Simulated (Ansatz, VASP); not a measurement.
Be7S in VASP and in Ansatz

```xyz
8
Lattice="0.0000 3.3383 3.3383 3.3383 0.0000 3.3383 3.3383 3.3383 0.0000" Properties=species:S:1:pos:R:3 pbc="T T T"
Be    0.0000    1.6691    1.6691
Be    3.3383    1.6691    1.6691
Be    1.6691    0.0000    1.6691
Be    1.6691    3.3383    1.6691
Be    1.6691    1.6691    0.0000
Be    1.6691    1.6691    3.3383
Be    0.0000    0.0000    0.0000
S     3.3383    3.3383    3.3383
```

Alike in both runs: functional PBE; k mesh 4 × 4 × 4; occupations gaussian, width 0.2 eV; no spin polarisation.

Ansatz relaxed the structure, and its values are those at the end. VASP's run is a single point on that final structure, the one shown.

|  | VASP | Ansatz |
| --- | --- | --- |
| version | VASP 6.6.1 | Ansatz 0.2.0 |
| potentials or method | VASP PAW PBE potentials, release 64 (Be, S), cutoff 600 eV | scalar-relativistic, plane waves, PAW |
| valence electrons in the cell | 20 | 20 |

VASP gave:

* gap on the k mesh at the Fermi level (eV): none
* pressure (GPa): 0.2

Estimate Ansatz's values.

gap on the k mesh at the Fermi level (eV): none; pressure (GPa): 0.1.

A gap of «none» marks a metal or a gap that the smearing closes. The functional is the same, so the differences come from potentials, cutoffs and numerics.

The k mesh is coarse, so the values compare programs but aren't converged.
